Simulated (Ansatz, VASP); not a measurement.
# One calculation of KCl, two programs

```
K Cl
1.0
     0.00000    3.12128    3.10567
     3.12128    0.00000    3.10567
     3.12128    3.12128    0.00000
K Cl
1 1
Direct
  0.00000 0.00000 0.00000
  0.50000 0.50000 0.50000
```

Change from the starting cell: z stretched by -0.5 %, x and y held.

Alike in both runs: task single point; functional PBEsol; k mesh 8 × 8 × 8; no spin polarisation.

```csv
,VASP,Ansatz
version,VASP 6.6.1,Ansatz 0.2.0
potentials or method,"VASP PAW PBE potentials, release 64 (K_sv, Cl), cutoff 520 eV","all-electron LAPW, scalar-relativistic"
occupations,"gaussian, width 0.01 eV",fixed
```

|  | VASP | Ansatz | Ansatz less VASP |
| --- | --- | --- | --- |
| gap on the k mesh at the Fermi level (eV) | 5.11 | 5.12 | +0.004 |
| pressure (GPa) | 0.2 | 0.1 | -0.05 |
| traceless stress, the component that is largest in VASP (GPa) | 0.13 | 0.13 | -0.003 |

VASP's potentials were made for PBE, not for PBEsol. Ansatz ran all-electron here, and VASP with PAW potentials.
